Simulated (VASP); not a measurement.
# NbAs (I4_1md) in VASP: a series of runs, part 2 of 2

VASP 6.6.1.

### Step 3. Single point, PBE (biaxial strain in the a-b plane: -2.0 %)

INCAR reads:

```
SYSTEM = NbAs
PREC     = Accurate       ! precision mode
ENCUT    = 520            ! plane-wave cutoff, eV
EDIFF    = 1E-6           ! SCF threshold, eV
ISMEAR   = 0              ! smearing method
SIGMA    = 0.1            ! smearing width, eV
LREAL    = .False.        ! projectors in reciprocal space
LASPH    = .True.         ! aspherical terms in the spheres
NELM     = 80             ! most SCF steps
ALGO     = Normal         ! electronic algorithm
ISIF     = 2              ! what is computed and relaxed
LWAVE    = .False.        ! write WAVECAR
LCHARG   = .False.        ! write CHGCAR
GGA      = PE             ! functional
NBANDS   = 46             ! bands
```

KPOINTS reads:

```
regular mesh
0
Gamma
  10 10 4
  0 0 0
```

POSCAR reads:

```
NbAs
1.0
    3.4040124103      0.0000000000      0.0000000000
    0.0000000000      3.4040124103      0.0000000000
    0.0000000000      0.0000000000     11.8901543105
Nb As
4 4
Direct
    0.5000000000      0.5000000000      0.9988964711
    0.5000000000      0.0000000000      0.2488964711
    0.0000000000      0.0000000000      0.4988964711
    0.0000000000      0.5000000000      0.7488964711
    0.0000000000      0.0000000000      0.9171035289
    0.0000000000      0.5000000000      0.1671035289
    0.5000000000      0.5000000000      0.4171035289
    0.5000000000      0.0000000000      0.6671035289
```

Potentials or basis: VASP PAW PBE potentials, release 64 (Nb_sv, As).

Run with:

```bash
cat potpaw_PBE.64/Nb_sv/POTCAR potpaw_PBE.64/As/POTCAR > POTCAR
mpirun -np 1 vasp_std > vasp.out
```

OUTCAR:

```text
SYSTEM = NbAs
   PREC = Accurate
   ENCUT = 520
   EDIFF = 1E-6
   ISMEAR = 0
   LREAL = .False.
   LASPH = .True.
   NELM = 80
   ISIF = 2
   GGA = PE

 ion  position               nearest neighbor table
   1  0.500  0.500  0.999-   5 2.60   5 2.60   5 2.60   5 2.60   6 2.63   6 2.63
   2  0.500  0.000  0.249-   6 2.60   6 2.60   6 2.60   6 2.60   7 2.63   7 2.63
   3  0.000  0.000  0.499-   7 2.60   7 2.60   7 2.60   7 2.60   8 2.63   8 2.63
   4  0.000  0.500  0.749-   8 2.60   8 2.60   8 2.60   8 2.60   5 2.63   5 2.63
   5  0.000  0.000  0.917-   1 2.60   1 2.60   1 2.60   1 2.60   4 2.63   4 2.63
   6  0.000  0.500  0.167-   2 2.60   2 2.60   2 2.60   2 2.60   1 2.63   1 2.63
   7  0.500  0.500  0.417-   3 2.60   3 2.60   3 2.60   3 2.60   2 2.63   2 2.63
   8  0.500  0.000  0.667-   4 2.60   4 2.60   4 2.60   4 2.60   3 2.63   3 2.63

  LATTYP: Found a simple tetragonal cell.
 ALAT       =     3.4040124103
 C/A-ratio  =     3.4929820686

  Lattice vectors:

 A1 = (   3.4040124103,   0.0000000000,   0.0000000000)
 A2 = (   0.0000000000,   3.4040124103,   0.0000000000)
 A3 = (   0.0000000000,   0.0000000000,  11.8901543105)

Analysis of symmetry for initial positions (statically):
=====================================================================
 Subroutine PRICEL returns following result:

  LATTYP: Found a body centered tetragonal cell.
 ALAT       =     3.4040124103
 C/A-ratio  =     3.4929820686

  Lattice vectors:

 A1 = (  -1.7020062051,   1.7020062051,   5.9450771552)
 A2 = (   1.7020062052,  -1.7020062052,   5.9450771553)
 A3 = (   1.7020062051,   1.7020062052,  -5.9450771552)

   2 primitive cells build up your supercell.

 Routine SETGRP: Setting up the symmetry group for a
 simple tetragonal supercell.

 Subroutine GETGRP returns: Found  8 space group operations
[... 150 lines left out ...]
   EFERMI_NEDOS =   21; number of points for ismear=-14 and -15
   IALGO  =     38    algorithm
   IMIX   =      4    mixing-type and parameters
     AMIX     =   0.40;   BMIX     =  1.00
     AMIX_MAG =   1.60;   BMIX_MAG =  1.00
  volume/ion in A,a.u.               =      17.22       116.22
  Fermi-wavevector in a.u.,A,eV,Ry     =   1.318649  2.491885 23.658274  1.738834
  Thomas-Fermi vector in A             =   2.448603
   LORBIT       =      0    0 simple, 1 ext, 2 COOP (PROOUT), +10 PAW based schemes
   GGA     = PE    functional components
   LHFCALC =     F    Hartree Fock is set to
   AEXX    =    0.0000 exact exchange contribution
   IVDW    =     0    specifies the selected vdW correction
   LEPSILON=     F    determine dielectric tensor
   LRPA    =     F    only Hartree local field effects (RPA)
 non-spin polarized calculation
 Gauss-broadening in eV      SIGMA  =   0.10
  energy-cutoff  :      520.00
  volume of cell :      137.77
 maximum number of plane-waves:      3752
 NGX is ok and might be reduce to    28
   NGX = 13   NGY = 13   NGZ = 45

 number of electron      71.9999998 magnetization

 Free energy of the ion-electron system (eV)
  ---------------------------------------------------
  ext. energy  EPLUGINS =         0.00000000
  ---------------------------------------------------
  free energy    TOTEN  =       -64.93028729 eV

  energy without entropy =      -64.92382635  energy(sigma->0) =      -64.92705682

 E-fermi :   9.7680     XC(G=0): -11.8937

 val. band max:        9.6953564616   @ k =   0.3000   0.0000   0.2500
 cond. band min:       9.8016438704   @ k =   0.5000   0.0000   0.0000
 fundamental gap:      0.1062874088
 Fermi energy:         9.7680217748

 k-point     1 :       0.0000    0.0000    0.0000
  band No.  band energies     occupation
      1     -45.3425      2.00000
      2     -45.3299      2.00000
      3     -45.3299      2.00000
      4     -45.3172      2.00000
      5     -21.5729      2.00000
      6     -21.4373      2.00000
[... 1165 lines left out ...]
     45      12.6723      0.00000
     46      13.0487      0.00000

 [... further k-points ...]
[... 5 lines left out ...]
  --------------------------------------------------------------------------------------
  -------------------------------------------------------------------------------------
  Total        6.6942988      6.6942988      1.3409522      0.0000000      0.0000000      0.0000000
  in kB       77.8477234     77.8477234     15.5938777      0.0000000      0.0000000      0.0000000
  external PRESSURE =      57.0964415 kB  Pullay stress =       0.0000000 kB

 VOLUME and BASIS-vectors are now :
 -----------------------------------------------------------------------------
  energy-cutoff  :      520.00
  volume of cell :      137.77
      direct lattice vectors                 reciprocal lattice vectors
     3.404012410  0.000000000  0.000000000     0.293770962  0.000000000  0.000000000
     0.000000000  3.404012410  0.000000000     0.000000000  0.293770962  0.000000000
     0.000000000  0.000000000 11.890154310     0.000000000  0.000000000  0.084103198

 POSITION                                       TOTAL-FORCE (eV/Angst)
 -----------------------------------------------------------------------------------
      1.70201      1.70201     11.87703         0.000000     -0.000000      0.226470
      1.70201      0.00000      2.95942        -0.000000      0.000000      0.226470
      0.00000      0.00000      5.93196         0.000000      0.000000      0.226470
      0.00000      1.70201      8.90449         0.000000      0.000000      0.226470
      0.00000      0.00000     10.90450         0.000000      0.000000     -0.226470
      0.00000      1.70201      1.98689         0.000000      0.000000     -0.226470
      1.70201      1.70201      4.95943         0.000000      0.000000     -0.226470
      1.70201      0.00000      7.93196         0.000000      0.000000     -0.226470
 -----------------------------------------------------------------------------------
    total drift:                                0.000000      0.000000      0.001738

  FREE ENERGIE OF THE ION-ELECTRON SYSTEM (eV)
  ---------------------------------------------------
  free  energy   TOTEN  =       -64.9302872907 eV

  energy  without entropy=      -64.9238263536  energy(sigma->0) =      -64.92705682
```

It took 11 min on 1 thread of Intel Xeon Platinum 8488C (Sapphire Rapids), shared host; peak memory 0.46 GiB.

What came out:

* Free energy: -64.9303 eV
* Pressure: 5.7 GPa
* Largest force: 0.226 eV/Å
* Band gap on the k mesh: zero (bands 36 and 37 overlap by 0.07 eV)

Forces in eV/Å, atoms in the order of the input:
```
Nb   0.000  0.000  0.226
Nb   0.000  0.000  0.226
Nb   0.000  0.000  0.226
Nb   0.000  0.000  0.226
As   0.000  0.000 -0.226
As   0.000  0.000 -0.226
As   0.000  0.000 -0.226
As   0.000  0.000 -0.226
```

Levels at points of the mesh, in eV from the Fermi level:
| k point | band 34 | band 35 | band 36 | band 37 | band 38 | band 39 |
| --- | --- | --- | --- | --- | --- | --- |
| (0.00, 0.00, 0.00) | -1.33 | -0.39 | -0.39 | 0.83 | 1.07 | 1.07 |
| (0.50, 0.00, 0.00) | -1.50 | -0.16 | -0.16 | 0.03 | 0.03 | 1.34 |
| (0.50, 0.50, 0.00) | -0.56 | -0.56 | -0.56 | 2.58 | 2.58 | 2.58 |
| (0.00, 0.00, 0.50) | -0.83 | -0.83 | -0.83 | 0.90 | 0.90 | 1.25 |
| (0.50, 0.00, 0.50) | -1.51 | -0.24 | -0.24 | 0.12 | 0.12 | 1.21 |
| (0.50, 0.50, 0.50) | -0.53 | -0.53 | -0.53 | 2.58 | 2.58 | 2.58 |

Caveat: the cell differs from its parent crystal (biaxial strain in the a-b plane: -2.0 %); the stress differs along the axes, from 2 to 8 GPa.

### Step 4. Single point, PBE (biaxial strain in the a-b plane: -2.0 %, then relaxed in part)

INCAR reads:

```
PREC     = Accurate       # precision mode
ENCUT    = 520            # plane-wave cutoff, eV
EDIFF    = 1E-7           # SCF threshold, eV
ISMEAR   = 0              # smearing method
SIGMA    = 0.1            # smearing width, eV
LREAL    = False          # projectors in reciprocal space
LASPH    = True           # aspherical terms in the spheres
NELM     = 60             # most SCF steps
ALGO     = Normal         # electronic algorithm
ISIF     = 2              # what is computed and relaxed
LWAVE    = False          # write WAVECAR
LCHARG   = True           # write CHGCAR
GGA      = PE             # functional
LELF     = True           # ELF
LVHAR    = True         
NBANDS   = 46             # bands
```

KPOINTS reads:

```
Automatic mesh
0
Gamma
  10 10 4
```

POSCAR reads:

```
NbAs
1.0
    3.4040124103      0.0000000000      0.0000000000
    0.0000000000      3.4040124103      0.0000000000
    0.0000000000      0.0000000000     12.0044786156
Nb As
4 4
Direct
    0.5000000000      0.5000000000      0.9999850936
    0.5000000000      0.0000000000      0.2499850936
    0.0000000000      0.0000000000      0.4999850936
    0.0000000000      0.5000000000      0.7499850936
    0.0000000000      0.0000000000      0.9160149064
    0.0000000000      0.5000000000      0.1660149064
    0.5000000000      0.5000000000      0.4160149064
    0.5000000000      0.0000000000      0.6660149064
```

Run with:

```bash
cat potpaw_PBE.64/Nb_sv/POTCAR potpaw_PBE.64/As/POTCAR > POTCAR
mpirun -np 1 vasp_std > vasp.out
```

Run time: 11 min. Hardware: 1 thread of Intel Xeon Platinum 8488C (Sapphire Rapids), shared host; peak memory 0.46 GiB.

Results (log left out):

| Property | Result |
| --- | --- |
| Free energy | -64.9490 eV |
| Pressure | 4.1 GPa |
| Band gap on the k mesh | zero (bands 36 and 37 overlap by 0.09 eV) |

Stress tensor (GPa, compression positive):
```
6.16 0.00 0.00
0.00 6.16 0.00
0.00 0.00 0.00
```

Levels at points of the mesh, in eV from the Fermi level:
| k point | band 33 | band 34 | band 35 | band 36 | band 37 | band 38 | band 39 | band 40 |
| --- | --- | --- | --- | --- | --- | --- | --- | --- |
| (0.00, 0.00, 0.00) | -1.32 | -1.32 | -0.35 | -0.35 | 0.88 | 1.10 | 1.10 | 1.35 |
| (0.50, 0.00, 0.00) | -1.56 | -1.56 | -0.22 | -0.22 | 0.03 | 0.03 | 1.29 | 1.29 |
| (0.50, 0.50, 0.00) | -0.54 | -0.54 | -0.54 | -0.54 | 2.57 | 2.57 | 2.57 | 2.57 |
| (0.00, 0.00, 0.50) | -0.82 | -0.82 | -0.82 | -0.82 | 0.94 | 0.94 | 1.27 | 1.27 |
| (0.50, 0.00, 0.50) | -1.54 | -1.54 | -0.29 | -0.29 | 0.12 | 0.12 | 1.17 | 1.17 |
| (0.50, 0.50, 0.50) | -0.51 | -0.51 | -0.51 | -0.51 | 2.54 | 2.54 | 2.54 | 2.54 |

Caveat: the cell differs from its parent crystal (biaxial strain in the a-b plane: -2.0 %, then relaxed in part); the stress differs along the axes, from 0 to 6 GPa.

### Step 5. Overview

| cell | gap on the mesh (eV) | pressure (GPa) |
| --- | --- | --- |
| a = 3.335, b = 3.335, c = 12.294 Å, 8 atoms, atomic positions A | none | 8.4 |
| a = 3.404, b = 3.404, c = 11.890 Å, 8 atoms, atomic positions B | none | 5.7 |
| a = 3.404, b = 3.404, c = 12.004 Å, 8 atoms, atomic positions C | none | 4.1 |

Alike in all rows: task single point; level PBE; potentials or basis VASP PAW PBE potentials, release 64 (Nb_sv, As); no spin polarisation; k mesh 10 × 10 × 4; cutoff (eV) 520; smearing gaussian 0.1 eV.

Caveats: the stress differs along the axes, from 0 to 13 GPa (at least some runs); the stress differs along the axes, from 2 to 8 GPa (at least some runs); the stress differs along the axes, from 0 to 6 GPa (at least some runs).

Total energies depend on the potentials used, so only differences within one code and one set of settings carry meaning.

The gap in the log of VASP goes by the Fermi energy; the results here count the filled bands.